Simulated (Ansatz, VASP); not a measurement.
Given: the input of a run of VASP 6.6.1 on Sb.

Contents of INCAR:

```
PREC = Accurate ; ENCUT = 520
EDIFF = 1E-6 ; ISMEAR = -1
SIGMA = 0.05 ; LREAL = F
LASPH = T ; NELM = 100
ALGO = Normal ; ISIF = 2
LWAVE = F ; LCHARG = T
LELF = T ; LVHAR = T
NBANDS = 8
```

KPOINTS

```
regular mesh
0
Gamma
  10 10 10
```

POSCAR

```
Sb
1.0
    0.0000000000      2.3391947752      2.3391947752
    2.3391947752      0.0000000000      2.3391947752
    2.3391947752      2.3391947752      0.0000000000
Sb
1
Direct
    0.0000000000      0.0000000000      0.0000000000
```

Potentials or basis: VASP PAW LDA potentials, release 64 (Sb).

Run with:

```console
$ cat potpaw_LDA.64/Sb/POTCAR > POTCAR
$ mpirun -np 1 vasp_std > vasp.out
```

Problem. Set up the same calculation for Ansatz 0.2.0. Potentials there: Ansatz PAW.

Solution. As run (the cutoff follows the program's own potentials):

File input.yaml:

```yaml
crystal:
  lattice:
    - [0.0, 2.3391947752, 2.3391947752]
    - [2.3391947752, 0.0, 2.3391947752]
    - [2.3391947752, 2.3391947752, 0.0]
  atoms:
    - { symbol: Sb, position: [0.0, 0.0, 0.0] }
hamiltonian:
  xc: lda
  pseudopotentials: { kind: paw }
kpoints:
  mp_grid: { grid: [10, 10, 10] }
scf:
  occupations: { method: fermi_dirac, width: 0.05 }
output:
  forces: true
  stress: true
  eigenvalues: true
```

Potentials or basis: Ansatz PAW.

Command:

```console
$ ansatz run input.yaml --threads 2 --pin off --max-ram 5632MiB --backend cpu --events-out ev --progress --plain --runs-dir out
```

Both were run:

|  | VASP | Ansatz | Ansatz less VASP |
| --- | --- | --- | --- |
| gap on the k mesh at the Fermi level (eV) | none | none | - |
| pressure (GPa) | 0.3 | 0.2 | -0.07 |

LDA's correlation is that of Perdew and Zunger in VASP and of Perdew and Wang (1992) in Ansatz. A gap of «none» marks a metal or a gap that the smearing closes. VASP's potentials hold 5 valence electrons a cell and Ansatz's 15, so a difference there can come from the potentials and not from the codes.

Neither program's run includes spin-orbit coupling.
